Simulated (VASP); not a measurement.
# Ru (P6_3/mmc) in VASP: a series of runs, part 2 of 2

VASP 6.6.1. Earlier steps stand in the parts before.

### 5 Single point, PBE (strain -0.0250 x Voigt [0, 0, 1, 0, 0, 0])

The input, INCAR:

```
PREC = Accurate ; ENCUT = 500
EDIFF = 1E-6 ; ISMEAR = 0
SIGMA = 0.15 ; LREAL = False
LASPH = True ; NELM = 120
ALGO = Normal ; ISIF = 2
LWAVE = False ; LCHARG = False
GGA = PE ; NBANDS = 21
GGA_COMPAT = False
```

The input, KPOINTS:

```
Automatic mesh
0
Gamma
  24 24 12
```

The input, POSCAR:

```
Ru
1.0
    2.7057993342      0.0000000000      0.0000000000
   -1.3528996671      2.3432909610      0.0000000000
    0.0000000000      0.0000000000      4.1748525000
Ru
2
Direct
    0.3333333333      0.6666666667      0.2500000000
    0.6666666667      0.3333333333      0.7500000000
```

Potentials or basis: VASP PAW PBE potentials, release 64 (Ru_pv).

On the command line:

```sh
$ cat potpaw_PBE.64/Ru_pv/POTCAR > POTCAR
$ mpirun -np 1 vasp_std > vasp.out
```

OUTCAR:

```text
PREC = Accurate
   ENCUT = 500
   EDIFF = 1E-6
   ISMEAR = 0
   LREAL = False
   LASPH = True
   NELM = 120
   ISIF = 2
   GGA = PE

 ion  position               nearest neighbor table
   1  0.333  0.667  0.250-   2 2.61   2 2.61   2 2.61   2 2.61   2 2.61   2 2.61
   2  0.667  0.333  0.750-   1 2.61   1 2.61   1 2.61   1 2.61   1 2.61   1 2.61

  LATTYP: Found a hexagonal cell.
 ALAT       =     2.7057993342
 C/A-ratio  =     1.5429276101

  Lattice vectors:

 A1 = (   2.7057993342,   0.0000000000,   0.0000000000)
 A2 = (  -1.3528996671,   2.3432909610,   0.0000000000)
 A3 = (   0.0000000000,   0.0000000000,   4.1748525000)

Analysis of symmetry for initial positions (statically):
=====================================================================
 Subroutine PRICEL returns:
 Original cell was already a primitive cell.

 Routine SETGRP: Setting up the symmetry group for a
 hexagonal supercell.

 Subroutine GETGRP returns: Found 24 space group operations
 (whereof 12 operations were pure point group operations)
 out of a pool of 24 trial point group operations.

The static configuration has the point symmetry D_3d.
 The point group associated with its full space group is D_6h.

Analysis of symmetry for dynamics (positions and initial velocities):
=====================================================================
 Subroutine PRICEL returns:
 Original cell was already a primitive cell.

 Routine SETGRP: Setting up the symmetry group for a
 hexagonal supercell.

 Subroutine GETGRP returns: Found 24 space group operations
 (whereof 12 operations were pure point group operations)
 out of a pool of 24 trial point group operations.

The dynamic configuration has the point symmetry D_3d.
 The point group associated with its full space group is D_6h.

 Subroutine INISYM returns: Found 24 space group operations
 (whereof 12 operations are pure point group operations),
 and found     1 'primitive' translations

----------------------------------------------------------------------------------------

                                     Primitive cell

  volume of cell :      26.4705

  direct lattice vectors                    reciprocal lattice vectors
     2.705799334  0.000000000  0.000000000     0.369576556  0.213375124  0.000000000
    -1.352899667  2.343290961  0.000000000     0.000000000  0.426750249  0.000000000
     0.000000000  0.000000000  4.174852500     0.000000000  0.000000000  0.239529421

  length of vectors
     2.705799334  2.705799334  4.174852500     0.426750249  0.426750249  0.239529421

  position of ions in fractional coordinates (direct lattice)
     0.333333333  0.666666667  0.250000000
     0.666666667  0.333333333  0.750000000

  ion indices of the primitive-cell ions
   primitive index   ion index
                 1           1
                 2           2

----------------------------------------------------------------------------------------

 KPOINTS: Automatic mesh

Automatic generation of k-mesh.
 Grid dimensions read from file:
 generate k-points for:   24   24   12

 Generating k-lattice:

  Cartesian coordinates                     Fractional coordinates (reciprocal lattice)
     0.015399023  0.008890630  0.000000000     0.041666667  0.000000000  0.000000000
     0.000000000  0.017781260  0.000000000     0.000000000  0.041666667  0.000000000
     0.000000000  0.000000000  0.019960785     0.000000000  0.000000000  0.083333333

  Length of vectors
     0.017781260  0.017781260  0.019960785

  Shift w.r.t. Gamma in fractional coordinates (k-lattice)
     0.000000000  0.000000000  0.000000000

 Subroutine IBZKPT returns following result:
 ===========================================

 Found    427 irreducible k-points:

 Following reciprocal coordinates:
            Coordinates               Weight
  0.000000  0.000000  0.000000      1.000000
  0.041667  0.000000  0.000000      6.000000
  0.083333  0.000000  0.000000      6.000000
  0.125000  0.000000  0.000000      6.000000
  0.166667  0.000000  0.000000      6.000000
  0.208333  0.000000  0.000000      6.000000
[... 16 lines left out ...]
  0.416667  0.041667  0.000000     12.000000
  0.458333  0.041667  0.000000     12.000000
 [... further k-points ...]
   k-points           NKPTS =    427   k-points in BZ     NKDIM =    427   number of bands    NBANDS=     21
   number of dos      NEDOS =    301   number of ions     NIONS =      2
   total plane-waves  NPLWV =  12000
   dimension x,y,z NGX =    20 NGY =   20 NGZ =   30
   dimension x,y,z NGXF=    40 NGYF=   40 NGZF=   60
   ions per type =               2
   NGX,Y,Z   is equivalent  to a cutoff of  12.29, 12.29, 11.95 a.u.
   NGXF,Y,Z  is equivalent  to a cutoff of  24.58, 24.58, 23.89 a.u.
 SYSTEM =  unknown system
   PREC   = accura    normal or accurate (medium, high low for compatibility)
   ISTART =      0    job   : 0-new  1-cont  2-samecut
   ICHARG =      2    charge: 1-file 2-atom 10-const
   ISPIN  =      1    spin polarized calculation?
   LNONCOLLINEAR =      F non collinear calculations
   LSORBIT =      F    spin-orbit coupling
   LASPH  =      T    aspherical Exc in radial PAW
   ENCUT  =  500.0 eV  36.75 Ry    6.06 a.u.   4.93  4.93  7.61*2*pi/ulx,y,z
   NELM   =    120;   NELMIN=  2; NELMDL= -5     # of ELM steps
   EDIFF  = 0.1E-05   stopping-criterion for ELM
   LREAL  =      F    real-space projection
   EDIFFG = 0.1E-04   stopping-criterion for IOM
   NSW    =      0    number of steps for IOM
   IBRION =     -1    ionic relax: 0-MD 1-quasi-New 2-CG
   NFREE  =      0    steps in history (QN), initial steepest desc. (CG)
   ISIF   =      2    stress and relaxation
   ISYM   =      2    0-nonsym 1-usesym 2-fastsym
   POTIM  = 0.5000    time-step for ionic-motion
   TEBEG  =    0.0;   TEEND  =   0.0 temperature during run
   PSTRESS=    0.0 pullay stress
   NELECT =      28.0000    total number of electrons
   NUPDOWN=      -1.0000    fix difference up-down
   EMIN   =  10.00;   EMAX   =-10.00  energy-range for DOS
   EFERMI =   0.00;   METHOD = LEGACY
   ISMEAR =     0;   SIGMA  =   0.15  broadening in eV -4-tet -1-fermi 0-gaus
   EFERMI_NEDOS =   21; number of points for ismear=-14 and -15
   IALGO  =     38    algorithm
   IMIX   =      4    mixing-type and parameters
     AMIX     =   0.40;   BMIX     =  1.00
     AMIX_MAG =   1.60;   BMIX_MAG =  1.00
  volume/ion in A,a.u.               =      13.24        89.32
  Fermi-wavevector in a.u.,A,eV,Ry     =   1.668040  3.152139 37.856283  2.782358
  Thomas-Fermi vector in A             =   2.753957
   LORBIT       =      0    0 simple, 1 ext, 2 COOP (PROOUT), +10 PAW based schemes
   GGA     = PE    functional components
   LHFCALC =     F    Hartree Fock is set to
   AEXX    =    0.0000 exact exchange contribution
   IVDW    =     0    specifies the selected vdW correction
   LEPSILON=     F    determine dielectric tensor
   LRPA    =     F    only Hartree local field effects (RPA)
 non-spin polarized calculation
 Gauss-broadening in eV      SIGMA  =   0.15
  energy-cutoff  :      500.00
  volume of cell :       26.47
 maximum number of plane-waves:       699
 NGX is ok and might be reduce to    20
   NGX =  9   NGY =  9   NGZ = 15

 number of electron      28.0000001 magnetization

 Free energy of the ion-electron system (eV)
  ---------------------------------------------------
  ext. energy  EPLUGINS =         0.00000000
  ---------------------------------------------------
  free energy    TOTEN  =       -18.41821370 eV

  energy without entropy =      -18.39984950  energy(sigma->0) =      -18.40903160

 E-fermi :  13.3314     XC(G=0): -14.2771

 val. band max:       13.3213039739   @ k =   0.2917   0.1667   0.2500
 cond. band min:      13.3320351353   @ k =   0.4167  -0.0000   0.3333
 fundamental gap:      0.0107311614
 Fermi energy:        13.3314364131

 k-point     1 :       0.0000    0.0000    0.0000
  band No.  band energies     occupation
      1     -30.4792      2.00000
      2     -29.4625      2.00000
      3     -29.4625      2.00000
      4     -29.2529      2.00000
      5     -29.2529      2.00000
      6     -29.1714      2.00000
[... 13 lines left out ...]
     20      23.6987      0.00000
     21      24.3035      0.00000

 k-point     2 :       0.0417    0.0000    0.0000
  band No.  band energies     occupation
      1     -30.4727      2.00000
      2     -29.4753      2.00000
      3     -29.4671      2.00000
      4     -29.2664      2.00000
      5     -29.2544      2.00000
      6     -29.1749      2.00000
[... 520 lines left out ...]
 k-point    24 :       0.4583    0.0417    0.0000
  band No.  band energies     occupation
      1     -30.2069      2.00000
      2     -29.9783      2.00000
      3     -29.9462      2.00000
      4     -29.7113      2.00000
      5     -29.5208      2.00000
      6     -29.3700      2.00000
[... 13 lines left out ...]
     20      23.6978      0.00000
     21      24.6748      0.00000

 [... further k-points ...]
[... 5 lines left out ...]
  --------------------------------------------------------------------------------------
  -------------------------------------------------------------------------------------
  Total        1.6756970      1.6756970      3.6303250      0.0000000      0.0000000      0.0000000
  in kB      101.4245597    101.4245597    219.7319206      0.0000000      0.0000000      0.0000000
  external PRESSURE =     140.8603466 kB  Pullay stress =       0.0000000 kB

 VOLUME and BASIS-vectors are now :
 -----------------------------------------------------------------------------
  energy-cutoff  :      500.00
  volume of cell :       26.47
      direct lattice vectors                 reciprocal lattice vectors
     2.705799334  0.000000000  0.000000000     0.369576556  0.213375124  0.000000000
    -1.352899667  2.343290961  0.000000000     0.000000000  0.426750249  0.000000000
     0.000000000  0.000000000  4.174852500     0.000000000  0.000000000  0.239529421

 POSITION                                       TOTAL-FORCE (eV/Angst)
 -----------------------------------------------------------------------------------
     -0.00000      1.56219      1.04371        -0.000000     -0.000000      0.000000
      1.35290      0.78110      3.13114         0.000000      0.000000      0.000000
 -----------------------------------------------------------------------------------
    total drift:                               -0.000000      0.000000     -0.000000

  FREE ENERGIE OF THE ION-ELECTRON SYSTEM (eV)
  ---------------------------------------------------
  free  energy   TOTEN  =       -18.4182136985 eV

  energy  without entropy=      -18.3998494975  energy(sigma->0) =      -18.40903160
```

Wall time 72 s (1 thread of Intel Xeon 6975P-C (Granite Rapids), shared host); peak memory 0.28 GiB.

What came out:

- Free energy: -18.4182 eV
- Pressure: 14.1 GPa
- Band gap on the k mesh: zero (bands 14 and 15 overlap by 3.35 eV)

Caveat: the cell differs from its parent crystal (strain -0.0250 x Voigt [0, 0, 1, 0, 0, 0]); the cell stands under pressure.

### 6 Single point, PBE (strain +0.0250 x Voigt [0, 0, 1, 0, 0, 0])

The input, INCAR:

```
SYSTEM = Ru
PREC = Accurate
ENCUT = 500
EDIFF = 1E-6
ISMEAR = 0
SIGMA = 0.15
LREAL = .FALSE.
LASPH = .TRUE.
NELM = 120
ALGO = Normal
ISIF = 2
LWAVE = .FALSE.
LCHARG = .TRUE.
GGA = PE
LELF = .TRUE.
LVHAR = .TRUE.
NBANDS = 21
GGA_COMPAT = .FALSE.
```

The input, KPOINTS:

```
Automatic mesh
0
G
  24 24 12
  0 0 0
```

POSCAR: that of step 5 with these lines changed.

```diff
@@ -4,3 +4,3 @@
    -1.3528996671      2.3432909610      0.0000000000
-    0.0000000000      0.0000000000      4.1748525000
+    0.0000000000      0.0000000000      4.3889475000
 Ru
```

Potentials or basis: VASP PAW PBE potentials, release 64 (Ru_pv).

On the command line:

```sh
$ cat potpaw_PBE.64/Ru_pv/POTCAR > POTCAR
$ mpirun -np 1 vasp_std > vasp.out
```

It took 75 s on 1 thread of Intel Xeon 6975P-C (Granite Rapids), shared host; peak memory 0.28 GiB.

It converged, with:

```
Free energy            : -18.4540 eV
Pressure               : -3.4 GPa
Band gap on the k mesh : zero (bands 14 and 15 overlap by 3.08 eV)
```

Stress tensor (GPa, compression positive):
```
  0.73   0.00   0.00
  0.00   0.73   0.00
  0.00   0.00 -11.53
```

Levels at points of the mesh, in eV from the Fermi level:
| k point | band 11 | band 12 | band 13 | band 14 | band 15 | band 16 | band 17 | band 18 |
| --- | --- | --- | --- | --- | --- | --- | --- | --- |
| (0.00, 0.00, 0.00) | -2.49 | -1.89 | -1.89 | -1.17 | -1.17 | 0.98 | 1.13 | 1.13 |
| (0.50, 0.00, 0.00) | -2.16 | -1.68 | -1.60 | 1.50 | 1.72 | 1.85 | 3.98 | 6.01 |
| (0.00, 0.00, 0.50) | -2.60 | -2.60 | -2.60 | -2.60 | 0.50 | 0.50 | 0.50 | 0.50 |
| (0.50, 0.00, 0.50) | -0.94 | -0.94 | 0.43 | 0.43 | 1.71 | 1.71 | 3.31 | 3.31 |

Caveat: the cell differs from its parent crystal (strain +0.0250 x Voigt [0, 0, 1, 0, 0, 0]); the cell stands under tension.

### 7 The runs side by side

| cell | gap on the mesh (eV) | pressure (GPa) |
| --- | --- | --- |
| a = 2.706, b = 2.706, c = 3.854 Å, angles 90.0, 90.0, 120.0°, 2 atoms | none | 56.8 |
| a = 2.706, b = 2.706, c = 3.961 Å, angles 90.0, 90.0, 120.0°, 2 atoms | none | 39.8 |
| a = 2.706, b = 2.706, c = 4.068 Å, angles 90.0, 90.0, 120.0°, 2 atoms | none | 25.7 |
| a = 2.706, b = 2.706, c = 4.175 Å, angles 90.0, 90.0, 120.0°, 2 atoms | none | 14.1 |
| a = 2.706, b = 2.706, c = 4.389 Å, angles 90.0, 90.0, 120.0°, 2 atoms | none | -3.4 |

Alike in all rows: task single point; level PBE; potentials or basis VASP PAW PBE potentials, release 64 (Ru_pv); no spin polarisation; k mesh 24 × 24 × 12; cutoff (eV) 500; smearing gaussian 0.15 eV.

Caveats: the cell stands under pressure (at least some runs); the cell stands under tension (at least some runs).

Absolute energies hang on the potentials; compare differences alone.
